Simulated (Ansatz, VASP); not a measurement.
## Ag: VASP beside Ansatz

File INCAR:

```
SYSTEM = Ag
PREC = Accurate ; ENCUT = 520
EDIFF = 1E-7 ; ISMEAR = 0
SIGMA = 0.15 ; LREAL = .False.
LASPH = .True. ; NELM = 100
ALGO = Fast ; ISIF = 2
LWAVE = .False. ; LCHARG = .False.
GGA = PS ; NBANDS = 12
```

Contents of KPOINTS:

```
Automatic mesh
0
Gamma
  22 22 22
  0 0 0
```

POSCAR

```
Ag
1.0
   -1.5170100756      1.5170100756      1.9721130982
    1.5170100756     -1.5170100756      1.9721130982
    1.5170100756      1.5170100756     -1.9721130982
Ag
1
Direct
    0.0000000000      0.0000000000      0.0000000000
```

Input for Ansatz:

```yaml
crystal:
  lattice:
    - [-1.5170100756, 1.5170100756, 1.9721130982]
    - [1.5170100756, -1.5170100756, 1.9721130982]
    - [1.5170100756, 1.5170100756, -1.9721130982]
  atoms:
    - { symbol: Ag, position: [0.0, 0.0, 0.0] }
basis:
  ecutwfc: 420
kpoints:
  mp_grid: { grid: [22, 22, 22] }
hamiltonian:
  xc: pbesol
scf:
  occupations: { method: gaussian, width: 0.15 }
output:
  forces: true
  stress: true
  eigenvalues: true
```

Alike in both runs: task single point; functional PBEsol; k mesh 22 × 22 × 22; occupations gaussian, width 0.15 eV; no spin polarisation.

|  | VASP | Ansatz |
| --- | --- | --- |
| version | VASP 6.6.1 | Ansatz 0.2.0 |
| potentials or method | VASP PAW PBE potentials, release 64 (Ag), cutoff 520 eV | scalar-relativistic, plane waves, PAW |
| valence electrons in the cell | 11 | 19 |

VASP gave:

```
gap on the k mesh at the Fermi level (eV)                     : none
pressure (GPa)                                                : -7.9
traceless stress, the component that is largest in VASP (GPa) : 1.12
```

Problem. Estimate Ansatz's values.

Solution. gap on the k mesh at the Fermi level (eV): none; pressure (GPa): -7.8; traceless stress, the component that is largest in VASP (GPa): 1.13.

VASP's potentials were made for PBE, not for PBEsol. A gap of «none» marks a metal or a gap that the smearing closes. VASP's potentials hold 11 valence electrons a cell and Ansatz's 19, so a difference there can come from the potentials and not from the codes.
